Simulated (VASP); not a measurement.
# PtSe2 in VASP: a series of runs

Runs on PtSe2. Level: PBE. Tasks: single point.

Everything below comes from runs of VASP 6.6.1. Logs are shortened: lines on timing, memory, paths and dates and some standing lists are left out, and cuts for length are marked.

## Step 1: The cell of the first run

It takes space group P-3m1 (No. 164, trigonal). Conventional cell: a = 3.789 Å, b = 3.789 Å, c = 6.462 Å, α = 90.00°, β = 90.00°, γ = 120.00°. Within 3.4 Å of Pt (site symmetry -3m) lie 6 Se at 2.54 Å. Se (site symmetry 3m) has 3 Pt at 2.54 Å and 3 Se at 3.40 Å within 3.4 Å.

## Step 2: Single point, PBE (biaxial strain in the a-b plane: +1.0 %)

Input file INCAR:

```
SYSTEM = PtSe2
PREC     = Accurate       ! precision mode
ENCUT    = 520            ! plane-wave cutoff, eV
EDIFF    = 1E-7           ! SCF threshold, eV
ISMEAR   = 0              ! smearing method
SIGMA    = 0.02           ! smearing width, eV
LREAL    = .FALSE.        ! projectors in reciprocal space
LASPH    = .TRUE.         ! aspherical terms in the spheres
NELM     = 60             ! most SCF steps
ALGO     = Normal         ! electronic algorithm
ISIF     = 2              ! what is computed and relaxed
LWAVE    = .FALSE.        ! write WAVECAR
LCHARG   = .FALSE.        ! write CHGCAR
GGA      = PE             ! functional
NBANDS   = 18             ! bands
```

Input file KPOINTS:

```
Automatic mesh
0
G
  12 12 4
  0 0 0
```

Input file POSCAR:

```
PtSe2
1.0
    3.7890751029      0.0000000000      0.0000000000
   -1.8945375515      3.2814352960      0.0000000000
    0.0000000000      0.0000000000      6.4623255351
Pt Se
1 2
Direct
    0.0000000000      0.0000000000      0.0000000000
    0.6666666667      0.3333333333      0.7990307773
    0.3333333333      0.6666666667      0.2009692227
```

Potentials or basis: VASP PAW PBE potentials, release 64 (Pt, Se).

On the command line:

```
$ cat potpaw_PBE.64/Pt/POTCAR potpaw_PBE.64/Se/POTCAR > POTCAR
$ mpirun -np 1 vasp_std > vasp.out
```

OUTCAR:

```text
SYSTEM = PtSe2
   PREC = Accurate
   ENCUT = 520
   EDIFF = 1E-7
   ISMEAR = 0
   LREAL = .FALSE.
   LASPH = .TRUE.
   NELM = 60
   ISIF = 2
   GGA = PE

 ion  position               nearest neighbor table
   1  0.000  0.000  0.000-   2 2.54   3 2.54   2 2.54   3 2.54   2 2.54   3 2.54
   2  0.667  0.333  0.799-   1 2.54   1 2.54   1 2.54
   3  0.333  0.667  0.201-   1 2.54   1 2.54   1 2.54

  LATTYP: Found a hexagonal cell.
 ALAT       =     3.7890751029
 C/A-ratio  =     1.7055152932

  Lattice vectors:

 A1 = (   3.7890751029,   0.0000000000,   0.0000000000)
 A2 = (  -1.8945375515,   3.2814352960,   0.0000000000)
 A3 = (   0.0000000000,   0.0000000000,   6.4623255351)

Analysis of symmetry for initial positions (statically):
=====================================================================
 Subroutine PRICEL returns:
 Original cell was already a primitive cell.

 Routine SETGRP: Setting up the symmetry group for a
 hexagonal supercell.

 Subroutine GETGRP returns: Found 12 space group operations
 (whereof 12 operations were pure point group operations)
 out of a pool of 24 trial point group operations.

The static configuration has the point symmetry D_3d.

Analysis of symmetry for dynamics (positions and initial velocities):
=====================================================================
 Subroutine PRICEL returns:
 Original cell was already a primitive cell.

 Routine SETGRP: Setting up the symmetry group for a
 hexagonal supercell.

 Subroutine GETGRP returns: Found 12 space group operations
 (whereof 12 operations were pure point group operations)
 out of a pool of 24 trial point group operations.

The dynamic configuration has the point symmetry D_3d.

 Subroutine INISYM returns: Found 12 space group operations
 (whereof 12 operations are pure point group operations),
 and found     1 'primitive' translations

----------------------------------------------------------------------------------------

                                     Primitive cell

  volume of cell :      80.3500

  direct lattice vectors                    reciprocal lattice vectors
     3.789075103  0.000000000  0.000000000     0.263916648  0.152372348  0.000000000
    -1.894537552  3.281435296  0.000000000     0.000000000  0.304744695  0.000000000
     0.000000000  0.000000000  6.462325535     0.000000000  0.000000000  0.154743056

  length of vectors
     3.789075103  3.789075103  6.462325535     0.304744695  0.304744695  0.154743056

  position of ions in fractional coordinates (direct lattice)
     0.000000000  0.000000000  0.000000000
     0.666666667  0.333333333  0.799030777
     0.333333333  0.666666667  0.200969223

  ion indices of the primitive-cell ions
   primitive index   ion index
                 1           1
                 2           2
                 3           3

----------------------------------------------------------------------------------------

 KPOINTS: Automatic mesh

Automatic generation of k-mesh.
 Grid dimensions read from file:
 generate k-points for:   12   12    4

 Generating k-lattice:

  Cartesian coordinates                     Fractional coordinates (reciprocal lattice)
     0.021993054  0.012697696  0.000000000     0.083333333 -0.000000000  0.000000000
     0.000000000  0.025395391  0.000000000     0.000000000  0.083333333  0.000000000
     0.000000000  0.000000000  0.038685764     0.000000000  0.000000000  0.250000000

  Length of vectors
     0.025395391  0.025395391  0.038685764

  Shift w.r.t. Gamma in fractional coordinates (k-lattice)
     0.000000000  0.000000000  0.000000000

 Subroutine IBZKPT returns following result:
 ===========================================

 Found     69 irreducible k-points:

 Following reciprocal coordinates:
            Coordinates               Weight
  0.000000  0.000000  0.000000      1.000000
  0.083333  0.000000  0.000000      6.000000
  0.166667 -0.000000  0.000000      6.000000
  0.250000  0.000000  0.000000      6.000000
  0.333333  0.000000  0.000000      6.000000
  0.416667  0.000000  0.000000      6.000000
[... 16 lines left out ...]
  0.166667 -0.000000  0.250000      6.000000
  0.000000  0.166667  0.250000      6.000000
 [... further k-points ...]
   k-points           NKPTS =     69   k-points in BZ     NKDIM =     69   number of bands    NBANDS=     18
   number of dos      NEDOS =    301   number of ions     NIONS =      3
   total plane-waves  NPLWV =  37632
   dimension x,y,z NGX =    28 NGY =   28 NGZ =   48
   dimension x,y,z NGXF=    56 NGYF=   56 NGZF=   96
   ions per type =               1   2
   NGX,Y,Z   is equivalent  to a cutoff of  12.29, 12.29, 12.35 a.u.
   NGXF,Y,Z  is equivalent  to a cutoff of  24.57, 24.57, 24.70 a.u.
 SYSTEM =  PtSe2
   PREC   = accura    normal or accurate (medium, high low for compatibility)
   ISTART =      0    job   : 0-new  1-cont  2-samecut
   ICHARG =      2    charge: 1-file 2-atom 10-const
[... 98 lines left out ...]
  band No.  band energies     occupation
      1     -10.6023      2.00000
      2      -9.4407      2.00000
      3      -2.2265      2.00000
      4      -1.9663      2.00000
      5      -1.8003      2.00000
      6      -1.0732      2.00000
[... 10 lines left out ...]
     17      11.9675      0.00000
     18      12.3702      0.00000

 k-point     5 :       0.3333    0.0000    0.0000
  band No.  band energies     occupation
      1     -10.2541      2.00000
      2      -9.4951      2.00000
      3      -2.4937      2.00000
      4      -1.8501      2.00000
      5      -1.6620      2.00000
      6      -1.0755      2.00000
[... 10 lines left out ...]
     17      12.2260      0.00000
     18      12.3662      0.00000

 k-point     6 :       0.4167    0.0000    0.0000
  band No.  band energies     occupation
      1      -9.9365      2.00000
      2      -9.5663      2.00000
      3      -2.9740      2.00000
      4      -1.8013      2.00000
      5      -1.3680      2.00000
      6      -0.8079      2.00000
[... 10 lines left out ...]
     17      11.9616      0.00000
     18      12.3243      0.00000

 k-point     7 :       0.5000    0.0000    0.0000
  band No.  band energies     occupation
      1      -9.7577      2.00000
      2      -9.6461      2.00000
      3      -3.1760      2.00000
      4      -1.7922      2.00000
      5      -1.0915      2.00000
      6      -0.8235      2.00000
[... 10 lines left out ...]
     17      11.8572      0.00000
     18      12.2999      0.00000

 k-point     8 :       0.0833    0.0833    0.0000
  band No.  band energies     occupation
      1     -10.9670      2.00000
      2      -9.3896      2.00000
      3      -2.2528      2.00000
      4      -2.1742      2.00000
      5      -2.1291      2.00000
      6      -0.2931      2.00000
[... 10 lines left out ...]
     17      11.7144      0.00000
     18      12.3676      0.00000
[... 229 lines left out ...]
     17      12.1192      0.00000
     18      12.5901      0.00000

 k-point    20 :       0.0000    0.0000    0.2500
  band No.  band energies     occupation
      1     -11.1481      2.00000
      2      -9.4097      2.00000
      3      -2.2796      2.00000
      4      -2.2796      2.00000
      5      -2.1896      2.00000
      6      -0.0510      2.00000
[... 10 lines left out ...]
     17      10.8899      0.00000
     18      11.1483      0.00000

 k-point    21 :       0.0833    0.0000    0.2500
  band No.  band energies     occupation
      1     -11.0790      2.00000
      2      -9.4171      2.00000
      3      -2.2921      2.00000
      4      -2.2343      2.00000
      5      -2.1140      2.00000
      6      -0.1500      2.00000
[... 10 lines left out ...]
     17      11.1167      0.00000
     18      11.4842      0.00000

 k-point    22 :       0.0000    0.0833    0.2500
  band No.  band energies     occupation
      1     -11.0792      2.00000
      2      -9.4167      2.00000
      3      -2.3000      2.00000
      4      -2.2367      2.00000
      5      -2.1056      2.00000
      6      -0.1525      2.00000
[... 10 lines left out ...]
     17      11.2181      0.00000
     18      11.2777      0.00000

 k-point    23 :       0.1667   -0.0000    0.2500
  band No.  band energies     occupation
      1     -10.8803      2.00000
      2      -9.4393      2.00000
      3      -2.2760      2.00000
      4      -2.1142      2.00000
      5      -1.9350      2.00000
      6      -0.5095      2.00000
[... 10 lines left out ...]
     17      11.7548      0.00000
     18      11.9463      0.00000

 k-point    24 :       0.0000    0.1667    0.2500
  band No.  band energies     occupation
      1     -10.8815      2.00000
      2      -9.4366      2.00000
      3      -2.3155      2.00000
      4      -2.1192      2.00000
      5      -1.9012      2.00000
      6      -0.5249      2.00000
[... 10 lines left out ...]
     17      11.2843      0.00000
     18      11.9563      0.00000

 [... further k-points ...]

------------------------ aborting loop because EDIFF is reached ----------------------------------------

  FORCE on cell =-STRESS in cart. coord.  units (eV):
  Direction    XX          YY          ZZ          XY          YZ          ZX
  --------------------------------------------------------------------------------------
  -------------------------------------------------------------------------------------
  Total       -0.9884648     -0.9884648     -0.3790978      0.0000000      0.0000000     -0.0000000
  in kB      -19.7099669    -19.7099669     -7.5592016      0.0000000      0.0000000     -0.0000000
  external PRESSURE =     -15.6597118 kB  Pullay stress =       0.0000000 kB

 VOLUME and BASIS-vectors are now :
 -----------------------------------------------------------------------------
  energy-cutoff  :      520.00
  volume of cell :       80.35
      direct lattice vectors                 reciprocal lattice vectors
     3.789075103  0.000000000  0.000000000     0.263916648  0.152372348  0.000000000
    -1.894537552  3.281435296  0.000000000     0.000000000  0.304744695  0.000000000
     0.000000000  0.000000000  6.462325535     0.000000000  0.000000000  0.154743056

 POSITION                                       TOTAL-FORCE (eV/Angst)
 -----------------------------------------------------------------------------------
      0.00000      0.00000      0.00000         0.000000      0.000000      0.000000
      1.89454      1.09381      5.16360         0.000000     -0.000000      0.136474
     -0.00000      2.18762      1.29873        -0.000000      0.000000     -0.136474
 -----------------------------------------------------------------------------------
    total drift:                               -0.000000      0.000000      0.000000

  FREE ENERGIE OF THE ION-ELECTRON SYSTEM (eV)
  ---------------------------------------------------
  free  energy   TOTEN  =       -14.2943224742 eV

  energy  without entropy=      -14.2943224742  energy(sigma->0) =      -14.29432247
```

Wall time 2.1 min (1 thread of Intel Xeon 8259CL, shared host); peak memory 0.25 GiB.

Results:

* Free energy: -14.2943 eV
* Pressure: -1.6 GPa
* Largest force: 0.136 eV/Å
* Band gap on the k mesh: 0.79 eV (least direct gap 0.95 eV)

Forces in eV/Å, atoms in the order of the input:
```
Pt   0.000  0.000  0.000
Se   0.000  0.000  0.136
Se   0.000  0.000 -0.136
```

Stress tensor (GPa, compression positive):
```
-1.97  0.00  0.00
 0.00 -1.97  0.00
 0.00  0.00 -0.76
```

Caveat: the cell differs from its parent crystal (biaxial strain in the a-b plane: +1.0 %); spin-orbit coupling is left out, which moves the levels of the heavy elements; this functional lacks dispersion, which binds layers or chains, so the pressure and a relaxed spacing across them are unreliable.

## Step 3: Single point, PBE (biaxial strain in the a-b plane: +2.0 %)

Input file INCAR:

```
SYSTEM = PtSe2
PREC     = Accurate       ! precision mode
ENCUT    = 520            ! plane-wave cutoff, eV
EDIFF    = 1E-7           ! SCF threshold, eV
ISMEAR   = 0              ! smearing method
SIGMA    = 0.02           ! smearing width, eV
LREAL    = .False.        ! projectors in reciprocal space
LASPH    = .True.         ! aspherical terms in the spheres
NELM     = 80             ! most SCF steps
ALGO     = Normal         ! electronic algorithm
ISIF     = 2              ! what is computed and relaxed
LWAVE    = .False.        ! write WAVECAR
LCHARG   = .False.        ! write CHGCAR
GGA      = PE             ! functional
NBANDS   = 18             ! bands
```

Input file KPOINTS:

```
Automatic mesh
0
Gamma
  12 12 4
  0 0 0
```

Input file POSCAR:

```
PtSe2
1.0
    3.8265906980      0.0000000000      0.0000000000
   -1.9132953490      3.3139247543      0.0000000000
    0.0000000000      0.0000000000      6.4233175339
Pt Se
1 2
Direct
    0.0000000000      0.0000000000      0.0000000000
    0.6666666667      0.3333333333      0.7960200357
    0.3333333333      0.6666666667      0.2039799643
```

Potentials or basis: VASP PAW PBE potentials, release 64 (Pt, Se).

On the command line:

```
$ cat potpaw_PBE.64/Pt/POTCAR potpaw_PBE.64/Se/POTCAR > POTCAR
$ mpirun -np 1 vasp_std > vasp.out
```

It took 1.8 min on 1 thread of Intel Xeon 8259CL, shared host; peak memory 0.25 GiB.

The run converged. Its results:

```
Free energy            : -14.2554 eV
Pressure               : -3.8 GPa
Largest force          : 0.452 eV/Å
Band gap on the k mesh : 0.71 eV (least direct gap 0.88 eV)
```

Forces in eV/Å, atoms in the order of the input:
```
Pt   0.000  0.000  0.000
Se   0.000  0.000  0.452
Se   0.000  0.000 -0.452
```

Stress tensor (GPa, compression positive):
```
-4.49  0.00  0.00
 0.00 -4.49  0.00
 0.00  0.00 -2.42
```

Levels at points of the mesh, in eV from the valence-band top:
```tsv
k point	band 9	band 10	band 11	band 12	band 13	band 14
(0.00, 0.00, 0.00)	-0.39	-0.39	-0.17	2.35	2.35	3.88
(0.50, 0.00, 0.00)	-2.15	-2.13	-1.84	1.69	2.28	4.49
(0.00, 0.00, 0.50)	-1.33	-0.42	-0.42	2.44	2.44	5.18
(0.50, 0.00, 0.50)	-2.21	-2.07	-1.31	1.87	2.11	4.26
```

Caveat: the cell differs from its parent crystal (biaxial strain in the a-b plane: +2.0 %); the cell stands under tension; spin-orbit coupling is left out, which moves the levels of the heavy elements; this functional lacks dispersion, which binds layers or chains, so the pressure and a relaxed spacing across them are unreliable.

## Step 4: Single point, PBE (shear of c along a, cell held: +1.0 %, then relaxed in part)

Input file INCAR:

```
PREC = Accurate
ENCUT = 520
EDIFF = 1E-7
ISMEAR = 0
SIGMA = 0.02
LREAL = F
LASPH = T
NELM = 60
ALGO = Normal
ISIF = 2
LWAVE = F
LCHARG = T
GGA = PE
LELF = T
LVHAR = T
NBANDS = 18
```

Input file KPOINTS:

```
Automatic mesh
0
Gamma
  12 12 4
```

Input file POSCAR:

```
PtSe2
1.0
    3.7515594721      0.0000000000      0.0000000000
   -1.8757797360      3.2489458066      0.0000000000
    0.0650133213      0.0000000000      6.5013321315
Pt Se
1 2
Direct
    0.0000000000      0.0000000000      0.0000000000
    0.6701437337      0.3333308159      0.7990116662
    0.3298562663      0.6666691841      0.2009883338
```

On the command line:

```
$ cat potpaw_PBE.64/Pt/POTCAR potpaw_PBE.64/Se/POTCAR > POTCAR
$ mpirun -np 1 vasp_std > vasp.out
```

It took 6.8 min on 1 thread of Intel Xeon 8259CL, shared host; peak memory 0.51 GiB.

It converged, with:

```yaml
Free_energy: -14.3031 eV
Pressure: 0.0 GPa
Band_gap_on_the_k_mesh: 0.87 eV (least direct gap 1.02 eV)
```

Forces in eV/Å, atoms in the order of the input:
```
Pt   0.000  0.000  0.000
Se   0.000  0.000  0.002
Se   0.000  0.000 -0.002
```

Levels at points of the mesh, in eV from the valence-band top:
| k point | band 8 | band 9 | band 10 | band 11 | band 12 | band 13 | band 14 | band 15 |
| --- | --- | --- | --- | --- | --- | --- | --- | --- |
| (0.00, 0.00, 0.00) | -1.60 | -0.27 | -0.27 | -0.22 | 2.63 | 2.63 | 4.17 | 5.20 |
| (0.50, 0.00, 0.00) | -2.49 | -2.16 | -2.10 | -1.85 | 1.93 | 2.50 | 4.69 | 6.06 |
| (0.50, 0.50, 0.00) | -2.49 | -2.15 | -2.10 | -1.86 | 1.95 | 2.51 | 4.65 | 6.03 |
| (0.00, 0.50, 0.00) | -2.49 | -2.16 | -2.10 | -1.86 | 1.94 | 2.51 | 4.67 | 6.05 |
| (0.00, 0.00, 0.50) | -1.35 | -1.30 | -0.30 | -0.30 | 2.70 | 2.70 | 5.27 | 5.83 |
| (0.50, 0.00, 0.50) | -2.53 | -2.21 | -2.05 | -1.38 | 2.17 | 2.35 | 4.36 | 5.70 |
| (0.50, 0.50, 0.50) | -2.53 | -2.22 | -2.05 | -1.37 | 2.14 | 2.35 | 4.41 | 5.74 |
| (0.00, 0.50, 0.50) | -2.53 | -2.22 | -2.05 | -1.37 | 2.15 | 2.35 | 4.39 | 5.72 |

Caveat: the cell differs from its parent crystal (shear of c along a, cell held: +1.0 %, then relaxed in part); spin-orbit coupling is left out, which moves the levels of the heavy elements.

## Step 5: Summary

| cell | gap on the mesh (eV) | pressure (GPa) | largest force (eV/Å) |
| --- | --- | --- | --- |
| a = 3.789, b = 3.789, c = 6.462 Å, angles 90.0, 90.0, 120.0°, 3 atoms, atomic positions A | 0.79 | -1.6 | 0.14 |
| a = 3.827, b = 3.827, c = 6.423 Å, angles 90.0, 90.0, 120.0°, 3 atoms, atomic positions B | 0.71 | -3.8 | 0.45 |
| a = 3.752, b = 3.752, c = 6.502 Å, angles 90.3, 89.4, 120.0°, 3 atoms, atomic positions C | 0.87 | 0.0 | - |

Alike in all rows: task single point; level PBE; potentials or basis VASP PAW PBE potentials, release 64 (Pt, Se); no spin polarisation; k mesh 12 × 12 × 4; cutoff (eV) 520; smearing gaussian 0.02 eV.

Caveats: spin-orbit coupling is left out, which moves the levels of the heavy elements; this functional lacks dispersion, which binds layers or chains, so the pressure and a relaxed spacing across them are unreliable (at least some runs); the cell stands under tension (at least some runs).

Absolute energies hang on the potentials; compare differences alone.
